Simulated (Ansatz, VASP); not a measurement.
## Two plane-wave programs on Al

```
Al
1.0
     0.00000    1.97430    2.13284
     1.97430    0.00000    2.13284
     1.97430    1.97430    0.00000
Al
1
Cartesian
  0.0000 0.0000 0.0000
```

Alike in both runs: task single point; functional PBE; dispersion D3(BJ); k mesh 22 × 22 × 22; occupations gaussian, width 0.15 eV; no spin polarisation.

|  | VASP | Ansatz |
| --- | --- | --- |
| version | VASP 6.6.1 | Ansatz 0.2.0 |
| potentials or method | VASP PAW PBE potentials, release 64 (Al), cutoff 520 eV | scalar-relativistic, plane waves, PAW |
| valence electrons in the cell | 3 | 3 |

|  | VASP | Ansatz | Ansatz less VASP |
| --- | --- | --- | --- |
| gap on the k mesh at the Fermi level (eV) | none | none | - |
| pressure (GPa) | -3.6 | -3.6 | +0.01 |
| traceless stress, the component that is largest in VASP (GPa) | -2.84 | -2.84 | -0.007 |

A gap of «none» marks a metal or a gap that the smearing closes.
